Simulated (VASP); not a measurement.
# Si (P6_3/mmc) in VASP: notebook, part 2 of 2

VASP 6.6.1. Earlier steps stand in the parts before.

### 3 Single point, PBE

This run uses another cell than the first one, of 20.44 Å³/atom, 1.024 times its volume.

INCAR

```
SYSTEM = Si
PREC = Accurate
ENCUT = 520
EDIFF = 1E-6
ISMEAR = 0
SIGMA = 0.02
LREAL = .FALSE.
LASPH = .TRUE.
NELM = 60
ALGO = Normal
ISIF = 2
LWAVE = .FALSE.
LCHARG = .FALSE.
GGA = PE
NBANDS = 16
```

KPOINTS

```
Automatic mesh
0
G
  9 9 6
  0 0 0
```

POSCAR

```
Si
1.0
    3.8513395658      0.0000000000      0.0000000000
   -1.9256697829      3.3353579026      0.0000000000
    0.0000000000      0.0000000000      6.3646947671
Si
4
Direct
    0.3333333333      0.6666666667     -0.0000722470
    0.6666666667      0.3333333333      0.4999277530
    0.3333333333      0.6666666667      0.3740722470
    0.6666666667      0.3333333333      0.8740722470
```

Potentials or basis: VASP PAW PBE potentials, release 64 (Si).

Started as:

```console
$ cat potpaw_PBE.64/Si/POTCAR > POTCAR
$ mpirun -np 1 vasp_std > vasp.out
```

OUTCAR:

```text
SYSTEM = Si
   PREC = Accurate
   ENCUT = 520
   EDIFF = 1E-6
   ISMEAR = 0
   LREAL = .FALSE.
   LASPH = .TRUE.
   NELM = 60
   ISIF = 2
   GGA = PE

 ion  position               nearest neighbor table
   1  0.333  0.667  1.000-   4 2.36   4 2.36   4 2.36   3 2.38
   2  0.667  0.333  0.500-   3 2.36   3 2.36   3 2.36   4 2.38
   3  0.333  0.667  0.374-   2 2.36   2 2.36   2 2.36   1 2.38
   4  0.667  0.333  0.874-   1 2.36   1 2.36   1 2.36   2 2.38

  LATTYP: Found a hexagonal cell.
 ALAT       =     3.8513395658
 C/A-ratio  =     1.6525924703

  Lattice vectors:

 A1 = (   3.8513395658,   0.0000000000,   0.0000000000)
 A2 = (  -1.9256697829,   3.3353579026,   0.0000000000)
 A3 = (   0.0000000000,   0.0000000000,   6.3646947671)

Analysis of symmetry for initial positions (statically):
=====================================================================
 Subroutine PRICEL returns:
 Original cell was already a primitive cell.

 Routine SETGRP: Setting up the symmetry group for a
 hexagonal supercell.

 Subroutine GETGRP returns: Found 24 space group operations
[... 167 lines left out ...]
  ---------------------------------------------------
  free energy    TOTEN  =       -21.65349104 eV

  energy without entropy =      -21.65349104  energy(sigma->0) =      -21.65349104

 E-fermi :   5.9455     XC(G=0):  -9.3233

 val. band max:        5.8632101819   @ k =   0.0000   0.0000   0.0000
 cond. band min:       6.3533370781   @ k =   0.4444   0.0000   0.0000
 fundamental gap:      0.4901268962
 Fermi energy:         5.9454922616

 k-point     1 :       0.0000    0.0000    0.0000
  band No.  band energies     occupation
      1      -6.2118      2.00000
      2      -3.9671      2.00000
      3      -1.2629      2.00000
      4       4.3707      2.00000
      5       4.3707      2.00000
      6       5.5287      2.00000
[... 433 lines left out ...]
      3      -0.9001      2.00000
      4      -0.9001      2.00000
      5       0.8598      2.00000
      6       2.3906      2.00000
[... 8 lines left out ...]
     15      12.9097      0.00000
     16      13.0343      0.00000

 [... further k-points ...]
[... 5 lines left out ...]
  --------------------------------------------------------------------------------------
  -------------------------------------------------------------------------------------
  Total       -0.0302106     -0.0302106     -0.0328923      0.0000000     -0.0000000     -0.0000000
  in kB       -0.5920229     -0.5920229     -0.6445744      0.0000000     -0.0000000     -0.0000000
  external PRESSURE =      -0.6095401 kB  Pullay stress =       0.0000000 kB

 VOLUME and BASIS-vectors are now :
 -----------------------------------------------------------------------------
  energy-cutoff  :      520.00
  volume of cell :       81.76
      direct lattice vectors                 reciprocal lattice vectors
     3.851339566  0.000000000  0.000000000     0.259649917  0.149908950  0.000000000
    -1.925669783  3.335357903  0.000000000     0.000000000  0.299817899  0.000000000
     0.000000000  0.000000000  6.364694767     0.000000000  0.000000000  0.157116725

 POSITION                                       TOTAL-FORCE (eV/Angst)
 -----------------------------------------------------------------------------------
     -0.00000      2.22357      6.36423         0.000000     -0.000000     -0.000626
      1.92567      1.11179      3.18189         0.000000      0.000000     -0.000626
     -0.00000      2.22357      2.38086        -0.000000      0.000000      0.000626
      1.92567      1.11179      5.56320         0.000000      0.000000      0.000626
 -----------------------------------------------------------------------------------
    total drift:                               -0.000000      0.000000      0.000000

  FREE ENERGIE OF THE ION-ELECTRON SYSTEM (eV)
  ---------------------------------------------------
  free  energy   TOTEN  =       -21.6534910374 eV

  energy  without entropy=      -21.6534910374  energy(sigma->0) =      -21.65349104
```

OSZICAR:

```text
N       E                     dE             d eps       ncg     rms          rms(c)
DAV:   1     0.257625935917E+02    0.25763E+02   -0.59353E+03  1536   0.814E+02
DAV:   2    -0.201227439352E+02   -0.45885E+02   -0.41696E+02  2072   0.121E+02
DAV:   3    -0.219743963348E+02   -0.18517E+01   -0.18389E+01  2120   0.226E+01
DAV:   4    -0.219957598030E+02   -0.21363E-01   -0.21360E-01  1848   0.315E+00
DAV:   5    -0.219961429703E+02   -0.38317E-03   -0.38315E-03  2168   0.397E-01    0.672E+00
DAV:   6    -0.217604151234E+02    0.23573E+00   -0.93894E-02  1824   0.145E+00    0.409E+00
DAV:   7    -0.216504539751E+02    0.10996E+00   -0.20119E-01  1880   0.222E+00    0.232E-01
DAV:   8    -0.216528567695E+02   -0.24028E-02   -0.14381E-02  1824   0.599E-01    0.106E-01
DAV:   9    -0.216533625272E+02   -0.50576E-03   -0.64495E-04  2056   0.146E-01    0.813E-02
DAV:  10    -0.216534870505E+02   -0.12452E-03   -0.13869E-04  1832   0.588E-02    0.118E-02
DAV:  11    -0.216534893579E+02   -0.23073E-05   -0.45360E-06  2144   0.118E-02    0.796E-03
DAV:  12    -0.216534911966E+02   -0.18388E-05   -0.20568E-06  1704   0.763E-03    0.100E-03
DAV:  13    -0.216534910374E+02    0.15930E-06   -0.14325E-07  1176   0.199E-03
   1 F= -.21653491E+02 E0= -.21653491E+02  d E =-.207035E-11
```

Run time: 33 s. Hardware: 1 thread of Intel Xeon Platinum 8488C (Sapphire Rapids), shared host; peak memory 0.2 GiB.

Results:

```
Free energy            : -21.6535 eV
Pressure               : -0.1 GPa
Band gap on the k mesh : 0.49 eV, indirect (least direct gap 0.99 eV)
```

### 4 Single point, PBE

This run uses another cell than the first one, of 20.44 Å³/atom, 1.024 times its volume.

INCAR

```
  ALGO = Normal
  EDIFF = 1E-6
  ENCUT = 520
  GGA = PE
  ISIF = 2
  ISMEAR = 0
  LASPH = T
  LCHARG = F
  LREAL = F
  LWAVE = F
  NBANDS = 16
  NELM = 100
  PREC = Accurate
  SIGMA = 0.01
```

KPOINTS

```
k-points
0
Gamma
  9 9 6
```

POSCAR is that of step 3.

Potentials or basis: VASP PAW PBE potentials, release 64 (Si).

Started as:

```console
$ cat potpaw_PBE.64/Si/POTCAR > POTCAR
$ mpirun -np 1 vasp_std > vasp.out
```

OUTCAR:

```text
EDIFF = 1E-6
   ENCUT = 520
   GGA = PE
   ISIF = 2
   ISMEAR = 0
   LASPH = T
   LREAL = F
   NELM = 100
   PREC = Accurate

 ion  position               nearest neighbor table
   1  0.333  0.667  1.000-   4 2.36   4 2.36   4 2.36   3 2.38
   2  0.667  0.333  0.500-   3 2.36   3 2.36   3 2.36   4 2.38
   3  0.333  0.667  0.374-   2 2.36   2 2.36   2 2.36   1 2.38
   4  0.667  0.333  0.874-   1 2.36   1 2.36   1 2.36   2 2.38

[... 657 lines left out ...]

  FORCE on cell =-STRESS in cart. coord.  units (eV):
  Direction    XX          YY          ZZ          XY          YZ          ZX
  --------------------------------------------------------------------------------------
  -------------------------------------------------------------------------------------
  Total       -0.0302106     -0.0302106     -0.0328923      0.0000000      0.0000000      0.0000000
  in kB       -0.5920228     -0.5920228     -0.6445744      0.0000000      0.0000000      0.0000000
  external PRESSURE =      -0.6095400 kB  Pullay stress =       0.0000000 kB

 VOLUME and BASIS-vectors are now :
 -----------------------------------------------------------------------------
  energy-cutoff  :      520.00
  volume of cell :       81.76
      direct lattice vectors                 reciprocal lattice vectors
     3.851339566  0.000000000  0.000000000     0.259649917  0.149908950  0.000000000
    -1.925669783  3.335357903  0.000000000     0.000000000  0.299817899  0.000000000
     0.000000000  0.000000000  6.364694767     0.000000000  0.000000000  0.157116725

 POSITION                                       TOTAL-FORCE (eV/Angst)
 -----------------------------------------------------------------------------------
     -0.00000      2.22357      6.36423        -0.000000     -0.000000     -0.000626
      1.92567      1.11179      3.18189         0.000000      0.000000     -0.000626
     -0.00000      2.22357      2.38086        -0.000000     -0.000000      0.000626
      1.92567      1.11179      5.56320         0.000000      0.000000      0.000626
 -----------------------------------------------------------------------------------
    total drift:                               -0.000000      0.000000      0.000000

  FREE ENERGIE OF THE ION-ELECTRON SYSTEM (eV)
  ---------------------------------------------------
  free  energy   TOTEN  =       -21.6534910371 eV

  energy  without entropy=      -21.6534910371  energy(sigma->0) =      -21.65349104
```

OSZICAR:

```text
N       E                     dE             d eps       ncg     rms          rms(c)
DAV:   1     0.257626740132E+02    0.25763E+02   -0.59353E+03  1536   0.814E+02
DAV:   2    -0.201227439347E+02   -0.45885E+02   -0.41697E+02  2072   0.121E+02
DAV:   3    -0.219743963349E+02   -0.18517E+01   -0.18389E+01  2120   0.226E+01
DAV:   4    -0.219957598030E+02   -0.21363E-01   -0.21360E-01  1848   0.315E+00
DAV:   5    -0.219961429704E+02   -0.38317E-03   -0.38315E-03  2168   0.397E-01    0.672E+00
DAV:   6    -0.217604151234E+02    0.23573E+00   -0.93894E-02  1824   0.145E+00    0.409E+00
DAV:   7    -0.216504539751E+02    0.10996E+00   -0.20119E-01  1880   0.222E+00    0.232E-01
DAV:   8    -0.216528567694E+02   -0.24028E-02   -0.14381E-02  1824   0.599E-01    0.106E-01
DAV:   9    -0.216533625271E+02   -0.50576E-03   -0.64495E-04  2056   0.146E-01    0.813E-02
DAV:  10    -0.216534870504E+02   -0.12452E-03   -0.13869E-04  1832   0.588E-02    0.118E-02
DAV:  11    -0.216534893578E+02   -0.23074E-05   -0.45360E-06  2144   0.118E-02    0.796E-03
DAV:  12    -0.216534911965E+02   -0.18387E-05   -0.20568E-06  1704   0.763E-03    0.100E-03
DAV:  13    -0.216534910371E+02    0.15935E-06   -0.14325E-07  1176   0.199E-03
   1 F= -.21653491E+02 E0= -.21653491E+02  d E =-.917477E-34
```

stdout:

```text
POSCAR found type information on POSCAR Si
 POSCAR found :  1 types and       4 ions
 scaLAPACK will be used
 LDA part: xc-table for (Slater+PW92), standard interpolation
 POSCAR, INCAR and KPOINTS ok, starting setup
 FFT: planning ... GRIDC
 FFT: planning ... GRID_SOFT
 FFT: planning ... GRID
 WAVECAR not read
 entering main loop
```

Run time: 33 s. Hardware: 1 thread of Intel Xeon Platinum 8488C (Sapphire Rapids), shared host; peak memory 0.2 GiB.

What came out:

```yaml
Free_energy: -21.6535 eV
Pressure: -0.1 GPa
Band_gap_on_the_k_mesh: 0.49 eV, indirect (least direct gap 0.99 eV)
```

A k mesh can miss the band edges. As with any semilocal functional, this PBE gap is likely too small.

### 5 Overview

```tsv
cell	k mesh	smearing	gap on the mesh (eV)	pressure (GPa)
a = 3.820, b = 3.820, c = 6.320 Å, angles 90.0, 90.0, 120.0°, 4 atoms	6 × 6 × 4	gaussian 0.1 eV	0.40	2.2
a = 3.851, b = 3.851, c = 6.365 Å, angles 90.0, 90.0, 120.0°, 4 atoms	9 × 9 × 6	gaussian 0.02 eV	0.49	-0.1
a = 3.851, b = 3.851, c = 6.365 Å, angles 90.0, 90.0, 120.0°, 4 atoms	9 × 9 × 6	gaussian 0.01 eV	0.49	-0.1
```

Alike in all rows: task single point; level PBE; potentials or basis VASP PAW PBE potentials, release 64 (Si); no spin polarisation; cutoff (eV) 520.

Absolute energies hang on the potentials; compare differences alone.
